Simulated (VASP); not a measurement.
# N (Pa-3) in VASP: further runs

Runs on N. Level: PBEsol. Tasks: single point, relaxation of cell and atoms.

Program: VASP 6.6.1. These are calculated values, not measurements. Logs are shortened: lines on timing, memory, paths and dates and some standing lists are left out, and cuts for length are marked.

**1. The cell of the first run**

Symmetry: Pa-3, No. 205, cubic system. The conventional cell has a = 6.032 Å, b = 6.032 Å, c = 6.032 Å, α = 90.00°, β = 90.00°, γ = 90.00°. Within 1.5 Å of N (site symmetry 3) lie 1 N at 1.10 Å.

**2. Single point, PBEsol**

Input file INCAR:

```
PREC = Accurate ; ENCUT = 910
EDIFF = 1E-6 ; ISMEAR = -1
SIGMA = 0.05 ; LREAL = F
LASPH = T ; NELM = 120
ALGO = Normal ; ISIF = 2
LWAVE = F ; LCHARG = T
GGA = PS ; LELF = T
LVHAR = T ; NBANDS = 30
GGA_COMPAT = F
```

Input file KPOINTS:

```
Automatic mesh
0
Gamma
  3 3 3
```

Input file POSCAR:

```
N
1.0
    6.0324792848      0.0000000000      0.0000000000
    0.0000000000      6.0324792848      0.0000000000
    0.0000000000      0.0000000000      6.0324792848
N
8
Direct
    0.0526237592      0.0526237592      0.0526237592
    0.4473762408      0.9473762408      0.5526237592
    0.5526237592      0.4473762408      0.9473762408
    0.9473762408      0.5526237592      0.4473762408
    0.9473762408      0.9473762408      0.9473762408
    0.5526237592      0.0526237592      0.4473762408
    0.4473762408      0.5526237592      0.0526237592
    0.0526237592      0.4473762408      0.5526237592
```

Potentials or basis: VASP PAW PBE potentials, release 64 (N_h).

On the command line:

```sh
$ cat potpaw_PBE.64/N_h/POTCAR > POTCAR
$ mpirun -np 1 vasp_std > vasp.out
```

OUTCAR:

```text
PREC = Accurate
   ENCUT = 910
   EDIFF = 1E-6
   ISMEAR = -1
   LREAL = F
   LASPH = T
   NELM = 120
   ISIF = 2
   GGA = PS

 ion  position               nearest neighbor table
   1  0.053  0.053  0.053-   5 1.10
   2  0.447  0.947  0.553-   6 1.10
   3  0.553  0.447  0.947-   7 1.10
   4  0.947  0.553  0.447-   8 1.10
   5  0.947  0.947  0.947-   1 1.10
   6  0.553  0.053  0.447-   2 1.10
   7  0.447  0.553  0.053-   3 1.10
   8  0.053  0.447  0.553-   4 1.10

  LATTYP: Found a simple cubic cell.
 ALAT       =     6.0324792848

  Lattice vectors:

 A1 = (   6.0324792848,   0.0000000000,   0.0000000000)
 A2 = (   0.0000000000,   6.0324792848,   0.0000000000)
 A3 = (   0.0000000000,   0.0000000000,   6.0324792848)

Analysis of symmetry for initial positions (statically):
=====================================================================
 Subroutine PRICEL returns:
 Original cell was already a primitive cell.

 Routine SETGRP: Setting up the symmetry group for a
 simple cubic supercell.

 Subroutine GETGRP returns: Found 24 space group operations
 (whereof  6 operations were pure point group operations)
 out of a pool of 48 trial point group operations.

The static configuration has the point symmetry S_6 .
 The point group associated with its full space group is T_h .

Analysis of symmetry for dynamics (positions and initial velocities):
=====================================================================
 Subroutine PRICEL returns:
 Original cell was already a primitive cell.

 Routine SETGRP: Setting up the symmetry group for a
 simple cubic supercell.

 Subroutine GETGRP returns: Found 24 space group operations
 (whereof  6 operations were pure point group operations)
 out of a pool of 48 trial point group operations.

The dynamic configuration has the point symmetry S_6 .
 The point group associated with its full space group is T_h .

 Subroutine INISYM returns: Found 24 space group operations
 (whereof  6 operations are pure point group operations),
 and found     1 'primitive' translations

----------------------------------------------------------------------------------------

                                     Primitive cell

  volume of cell :     219.5268

  direct lattice vectors                    reciprocal lattice vectors
     6.032479285  0.000000000  0.000000000     0.165769322  0.000000000  0.000000000
     0.000000000  6.032479285  0.000000000     0.000000000  0.165769322  0.000000000
     0.000000000  0.000000000  6.032479285     0.000000000  0.000000000  0.165769322

  length of vectors
     6.032479285  6.032479285  6.032479285     0.165769322  0.165769322  0.165769322

  position of ions in fractional coordinates (direct lattice)
     0.052623759  0.052623759  0.052623759
     0.447376241  0.947376241  0.552623759
     0.552623759  0.447376241  0.947376241
     0.947376241  0.552623759  0.447376241
     0.947376241  0.947376241  0.947376241
     0.552623759  0.052623759  0.447376241
     0.447376241  0.552623759  0.052623759
     0.052623759  0.447376241  0.552623759

  ion indices of the primitive-cell ions
   primitive index   ion index
                 1           1
                 2           2
                 3           3
                 4           4
                 5           5
                 6           6
                 7           7
                 8           8

----------------------------------------------------------------------------------------

 KPOINTS: Automatic mesh

Automatic generation of k-mesh.
 Grid dimensions read from file:
 generate k-points for:    3    3    3

 Generating k-lattice:

  Cartesian coordinates                     Fractional coordinates (reciprocal lattice)
     0.055256441  0.000000000  0.000000000     0.333333333  0.000000000  0.000000000
     0.000000000  0.055256441  0.000000000     0.000000000  0.333333333  0.000000000
     0.000000000  0.000000000  0.055256441     0.000000000  0.000000000  0.333333333

  Length of vectors
     0.055256441  0.055256441  0.055256441

  Shift w.r.t. Gamma in fractional coordinates (k-lattice)
     0.000000000  0.000000000  0.000000000

 Subroutine IBZKPT returns following result:
 ===========================================

 Found      4 irreducible k-points:

 Following reciprocal coordinates:
            Coordinates               Weight
  0.000000  0.000000  0.000000      1.000000
  0.333333  0.000000  0.000000      6.000000
  0.333333  0.333333  0.000000     12.000000
  0.333333  0.333333  0.333333      8.000000
   k-points           NKPTS =      4   k-points in BZ     NKDIM =      4   number of bands    NBANDS=     30
   number of dos      NEDOS =    301   number of ions     NIONS =      8
   total plane-waves  NPLWV = 216000
   dimension x,y,z NGX =    60 NGY =   60 NGZ =   60
   dimension x,y,z NGXF=   120 NGYF=  120 NGZF=  120
   ions per type =               8
   NGX,Y,Z   is equivalent  to a cutoff of  16.54, 16.54, 16.54 a.u.
   NGXF,Y,Z  is equivalent  to a cutoff of  33.07, 33.07, 33.07 a.u.
 SYSTEM =  unknown system
   PREC   = accura    normal or accurate (medium, high low for compatibility)
   ISTART =      0    job   : 0-new  1-cont  2-samecut
   ICHARG =      2    charge: 1-file 2-atom 10-const
   ISPIN  =      1    spin polarized calculation?
   LNONCOLLINEAR =      F non collinear calculations
   LSORBIT =      F    spin-orbit coupling
   LASPH  =      T    aspherical Exc in radial PAW
   ENCUT  =  910.0 eV  66.88 Ry    8.18 a.u.  14.84 14.84 14.84*2*pi/ulx,y,z
   NELM   =    120;   NELMIN=  2; NELMDL= -5     # of ELM steps
   EDIFF  = 0.1E-05   stopping-criterion for ELM
   LREAL  =      F    real-space projection
   EDIFFG = 0.1E-04   stopping-criterion for IOM
   NSW    =      0    number of steps for IOM
   IBRION =     -1    ionic relax: 0-MD 1-quasi-New 2-CG
   NFREE  =      0    steps in history (QN), initial steepest desc. (CG)
   ISIF   =      2    stress and relaxation
   ISYM   =      2    0-nonsym 1-usesym 2-fastsym
   POTIM  = 0.5000    time-step for ionic-motion
   TEBEG  =    0.0;   TEEND  =   0.0 temperature during run
   PSTRESS=    0.0 pullay stress
   NELECT =      40.0000    total number of electrons
   NUPDOWN=      -1.0000    fix difference up-down
   EMIN   =  10.00;   EMAX   =-10.00  energy-range for DOS
   EFERMI =   0.00;   METHOD = LEGACY
   ISMEAR =    -1;   SIGMA  =   0.05  broadening in eV -4-tet -1-fermi 0-gaus
   EFERMI_NEDOS =   21; number of points for ismear=-14 and -15
   IALGO  =     38    algorithm
   IMIX   =      4    mixing-type and parameters
     AMIX     =   0.40;   BMIX     =  1.00
     AMIX_MAG =   1.60;   BMIX_MAG =  1.00
  volume/ion in A,a.u.               =      27.44       185.18
  Fermi-wavevector in a.u.,A,eV,Ry     =   0.928109  1.753872 11.719873  0.861386
  Thomas-Fermi vector in A             =   2.054250
   LORBIT       =      0    0 simple, 1 ext, 2 COOP (PROOUT), +10 PAW based schemes
   GGA     = PS    functional components
   LHFCALC =     F    Hartree Fock is set to
   AEXX    =    0.0000 exact exchange contribution
   IVDW    =     0    specifies the selected vdW correction
   LEPSILON=     F    determine dielectric tensor
   LRPA    =     F    only Hartree local field effects (RPA)
 non-spin polarized calculation
  energy-cutoff  :      910.00
  volume of cell :      219.53
 maximum number of plane-waves:     13699
 NGX is ok and might be reduce to    60
   NGX = 29   NGY = 29   NGZ = 29

 number of electron      40.0000002 magnetization

 Free energy of the ion-electron system (eV)
  ---------------------------------------------------
  ext. energy  EPLUGINS =         0.00000000
  ---------------------------------------------------
  free energy    TOTEN  =       -69.00516275 eV

  energy without entropy =      -69.00516275  energy(sigma->0) =      -69.00516275

 E-fermi :  -5.6712     XC(G=0):  -5.6922

 val. band max:       -6.9709583787   @ k =   0.3333   0.0000   0.0000
 cond. band min:       0.6717618794   @ k =   0.0000   0.0000   0.0000
 fundamental gap:      7.6427202581
 Fermi energy:        -5.6711912130

 k-point     1 :       0.0000    0.0000    0.0000
  band No.  band energies     occupation
      1     -25.0746      2.00000
      2     -25.0488      2.00000
      3     -25.0488      2.00000
      4     -25.0488      2.00000
      5     -10.3575      2.00000
      6     -10.3575      2.00000
      7     -10.3575      2.00000
      8     -10.2729      2.00000
      9      -8.6123      2.00000
     10      -8.6123      2.00000
     11      -8.6123      2.00000
     12      -8.4921      2.00000
     13      -8.4921      2.00000
     14      -8.3943      2.00000
     15      -8.3943      2.00000
     16      -8.3943      2.00000
     17      -7.5477      2.00000
     18      -6.9792      2.00000
     19      -6.9792      2.00000
     20      -6.9792      2.00000
     21       0.6718      0.00000
     22       0.6718      0.00000
     23       0.6718      0.00000
     24       1.2858      0.00000
     25       1.2858      0.00000
     26       1.2858      0.00000
     27       1.4844      0.00000
     28       1.4844      0.00000
     29       3.5690      0.00000
     30       6.1706      0.00000

 k-point     2 :       0.3333    0.0000    0.0000
  band No.  band energies     occupation
      1     -25.0681      2.00000
      2     -25.0552      2.00000
      3     -25.0488      2.00000
      4     -25.0488      2.00000
      5     -10.3545      2.00000
      6     -10.3541      2.00000
      7     -10.3360      2.00000
      8     -10.2937      2.00000
      9      -8.6132      2.00000
     10      -8.5949      2.00000
     11      -8.5895      2.00000
     12      -8.5292      2.00000
     13      -8.4720      2.00000
     14      -8.4667      2.00000
     15      -8.4350      2.00000
     16      -8.4228      2.00000
     17      -7.3537      2.00000
     18      -7.0825      2.00000
     19      -6.9711      2.00000
     20      -6.9710      2.00000
     21       0.7883      0.00000
     22       0.7964      0.00000
     23       0.8955      0.00000
     24       1.2196      0.00000
     25       1.2286      0.00000
     26       1.3136      0.00000
     27       1.3345      0.00000
     28       1.4338      0.00000
     29       3.8354      0.00000
     30       4.8400      0.00000

 k-point     3 :       0.3333    0.3333    0.0000
  band No.  band energies     occupation
      1     -25.0633      2.00000
      2     -25.0536      2.00000
      3     -25.0536      2.00000
      4     -25.0504      2.00000
      5     -10.3516      2.00000
      6     -10.3424      2.00000
      7     -10.3416      2.00000
      8     -10.3120      2.00000
      9      -8.6318      2.00000
     10      -8.6078      2.00000
     11      -8.5642      2.00000
     12      -8.5435      2.00000
     13      -8.4875      2.00000
     14      -8.4693      2.00000
     15      -8.4270      2.00000
     16      -8.4143      2.00000
     17      -7.2447      2.00000
     18      -7.0545      2.00000
     19      -7.0544      2.00000
     20      -6.9989      2.00000
     21       0.9035      0.00000
     22       0.9805      0.00000
     23       0.9822      0.00000
     24       1.1953      0.00000
     25       1.2329      0.00000
     26       1.2656      0.00000
     27       1.2945      0.00000
     28       1.3157      0.00000
     29       4.0933      0.00000
     30       5.0388      0.00000

 k-point     4 :       0.3333    0.3333    0.3333
  band No.  band energies     occupation
      1     -25.0600      2.00000
      2     -25.0535      2.00000
      3     -25.0535      2.00000
      4     -25.0535      2.00000
      5     -10.3499      2.00000
      6     -10.3499      2.00000
      7     -10.3456      2.00000
      8     -10.3287      2.00000
      9      -8.6388      2.00000
     10      -8.5928      2.00000
     11      -8.5928      2.00000
     12      -8.5850      2.00000
     13      -8.4419      2.00000
     14      -8.4419      2.00000
     15      -8.3987      2.00000
     16      -8.3987      2.00000
     17      -7.1910      2.00000
     18      -7.0677      2.00000
     19      -7.0677      2.00000
     20      -7.0612      2.00000
     21       0.9895      0.00000
     22       1.0759      0.00000
     23       1.0759      0.00000
     24       1.1538      0.00000
     25       1.2167      0.00000
     26       1.2167      0.00000
     27       1.2889      0.00000
     28       1.2889      0.00000
     29       4.3526      0.00000
     30       5.1333      0.00000

------------------------ aborting loop because EDIFF is reached ----------------------------------------

  FORCE on cell =-STRESS in cart. coord.  units (eV):
  Direction    XX          YY          ZZ          XY          YZ          ZX
  --------------------------------------------------------------------------------------
  -------------------------------------------------------------------------------------
  Total        0.0792934      0.0792934      0.0792934      0.0000000      0.0000000     -0.0000000
  in kB        0.5787087      0.5787087      0.5787087      0.0000000      0.0000000     -0.0000000
  external PRESSURE =       0.5787087 kB  Pullay stress =       0.0000000 kB

 VOLUME and BASIS-vectors are now :
 -----------------------------------------------------------------------------
  energy-cutoff  :      910.00
  volume of cell :      219.53
      direct lattice vectors                 reciprocal lattice vectors
     6.032479285  0.000000000  0.000000000     0.165769322  0.000000000  0.000000000
     0.000000000  6.032479285  0.000000000     0.000000000  0.165769322  0.000000000
     0.000000000  0.000000000  6.032479285     0.000000000  0.000000000  0.165769322

 POSITION                                       TOTAL-FORCE (eV/Angst)
 -----------------------------------------------------------------------------------
      0.31745      0.31745      0.31745         0.120380      0.120380      0.120380
      2.69879      5.71503      3.33369        -0.120380     -0.120380      0.120380
      3.33369      2.69879      5.71503         0.120380     -0.120380     -0.120380
      5.71503      3.33369      2.69879        -0.120380      0.120380     -0.120380
      5.71503      5.71503      5.71503        -0.120380     -0.120380     -0.120380
      3.33369      0.31745      2.69879         0.120380      0.120380     -0.120380
      2.69879      3.33369      0.31745        -0.120380      0.120380      0.120380
      0.31745      2.69879      3.33369         0.120380     -0.120380      0.120380
 -----------------------------------------------------------------------------------
    total drift:                                0.000000      0.000000      0.000000

  FREE ENERGIE OF THE ION-ELECTRON SYSTEM (eV)
  ---------------------------------------------------
  free  energy   TOTEN  =       -69.0051627510 eV

  energy  without entropy=      -69.0051627509  energy(sigma->0) =      -69.00516275
```

It took 88 s on 1 thread of Intel Xeon Platinum 8488C (Sapphire Rapids), shared host; peak memory 0.46 GiB.

Results:

- Free energy: -69.0052 eV
- Pressure: 0.1 GPa
- Largest force: 0.209 eV/Å
- Band gap on the k mesh: 7.64 eV (least direct gap 7.65 eV)

Forces on the atoms (eV/Å):
```
N    0.120  0.120  0.120
N   -0.120 -0.120  0.120
N    0.120 -0.120 -0.120
N   -0.120  0.120 -0.120
N   -0.120 -0.120 -0.120
N    0.120  0.120 -0.120
N   -0.120  0.120  0.120
N    0.120 -0.120  0.120
```

Caveat: the cutoff is under 1.25 times the usual one of these potentials, so pressure, stress and relaxed cells hold a basis-set (Pulay) error; this functional lacks dispersion, which holds the molecules together, so the pressure and a relaxed volume are unreliable; the PAW data sets were made with another functional, which shifts forces and pressure a little; an odd mesh through Γ misses points on the zone boundary, where band edges can lie.

**3. Relaxation of cell and atoms, PBEsol**

This run uses another cell than the first one, of 22.47 Å³/atom.

Input file INCAR:

```
ALGO = Normal
EDIFF = 1E-7
EDIFFG = -0.01
ENCUT = 910
GGA = PS
GGA_COMPAT = F
IBRION = 2
ISIF = 3
ISMEAR = -1
LASPH = T
LCHARG = F
LREAL = F
LWAVE = F
NELM = 120
NELMIN = 4
NSW = 80
PREC = Accurate
SIGMA = 0.05
```

Input file KPOINTS:

```
k-points
0
Gamma
  3 3 3
```

Input file POSCAR:

```
N
1.0
    5.6440000000      0.0000000000      0.0000000000
    0.0000000000      5.6440000000      0.0000000000
    0.0000000000      0.0000000000      5.6440000000
N
8
Direct
    0.0540000000      0.0540000000      0.0540000000
    0.4460000000      0.9460000000      0.5540000000
    0.5540000000      0.4460000000      0.9460000000
    0.9460000000      0.5540000000      0.4460000000
    0.9460000000      0.9460000000      0.9460000000
    0.5540000000      0.0540000000      0.4460000000
    0.4460000000      0.5540000000      0.0540000000
    0.0540000000      0.4460000000      0.5540000000
```

Potentials or basis: VASP PAW PBE potentials, release 64 (N_h).

On the command line:

```sh
$ cat potpaw_PBE.64/N_h/POTCAR > POTCAR
$ mpirun -np 1 vasp_std > vasp.out
```

It took 8.2 min on 1 thread of Intel Xeon Platinum 8488C (Sapphire Rapids), shared host; peak memory 0.43 GiB.

The run converged. Its results:

| Property | Result |
| --- | --- |
| Free energy | -68.9652 eV |
| Relaxed volume | 22.89 Å³/atom |
| Relaxed cell | a = 5.679 Å, b = 5.679 Å, c = 5.679 Å, α = 90.00°, β = 90.00°, γ = 90.00° |
| Space group after relaxing (to 0.1 Å) | Pa-3 (No. 205) |
| Pressure after relaxing | 0.0 GPa |
| Band gap on the k mesh | 7.40 eV (least direct gap 7.42 eV) |

Final structure:
```yaml
crystal:
  lattice:
    - [5.67871, 0.00000, 0.00000]
    - [0.00000, 5.67871, 0.00000]
    - [0.00000, 0.00000, 5.67871]
  atoms:
    - { symbol: N, position: [0.05596, 0.05596, 0.05596] }
    - { symbol: N, position: [0.44404, 0.94404, 0.55596] }
    - { symbol: N, position: [0.55596, 0.44404, 0.94404] }
    - { symbol: N, position: [0.94404, 0.55596, 0.44404] }
    - { symbol: N, position: [0.94404, 0.94404, 0.94404] }
    - { symbol: N, position: [0.55596, 0.05596, 0.44404] }
    - { symbol: N, position: [0.44404, 0.55596, 0.05596] }
    - { symbol: N, position: [0.05596, 0.44404, 0.55596] }
```

Levels at points of the mesh, in eV from the valence-band top:
```tsv
k point	band 18	band 19	band 20	band 21	band 22	band 23
(0.00, 0.00, 0.00)	-0.02	-0.02	-0.02	7.40	7.40	7.40
```

Caveat: the cutoff is under 1.25 times the usual one of these potentials, so pressure, stress and relaxed cells hold a basis-set (Pulay) error; this functional lacks dispersion, which holds the molecules together, so the pressure and a relaxed volume are unreliable; the PAW data sets were made with another functional, which shifts forces and pressure a little; an odd mesh through Γ misses points on the zone boundary, where band edges can lie.
